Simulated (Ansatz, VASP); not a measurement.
## Two plane-wave programs on C

```
C
1.0
     0.00000    1.42317   -3.36139
    -2.46500    0.00000    0.00000
     2.25958   10.11983    2.07777
C
10
Direct
  0.22004 0.37089 0.84097
  0.74018 0.65928 0.06466
  0.86015 0.33718 0.25874
  0.98011 0.01508 0.45282
  0.10008 0.69299 0.64689
  0.77978 0.21863 0.12941
  0.89974 0.89653 0.32349
  0.01971 0.57443 0.51756
  0.13967 0.25234 0.71164
  0.25964 0.93024 0.90572
```

Alike in both runs: task single point; functional PBE; dispersion D3(BJ); k mesh 7 × 11 × 3; occupations gaussian, width 0.05 eV; no spin polarisation.

|  | VASP | Ansatz |
| --- | --- | --- |
| version | VASP 6.6.1 | Ansatz 0.2.0 |
| potentials or method | VASP PAW PBE potentials, release 64 (C), cutoff 520 eV | scalar-relativistic, plane waves, PAW |
| valence electrons in the cell | 40 | 40 |

|  | VASP | Ansatz | Ansatz less VASP |
| --- | --- | --- | --- |
| gap on the k mesh at the Fermi level (eV) | none | none | - |
| pressure (GPa) | -1.4 | -1.8 | -0.41 |
| traceless stress, the component that is largest in VASP (GPa) | -3.09 | -3.08 | +0.005 |
| rms of the force components (eV/Å) | 0.584 | 0.587 | +0.0035 |

Atom by atom the forces differ by 0.012 eV/Å (rms over components). A gap of «none» marks a metal or a gap that the smearing closes.
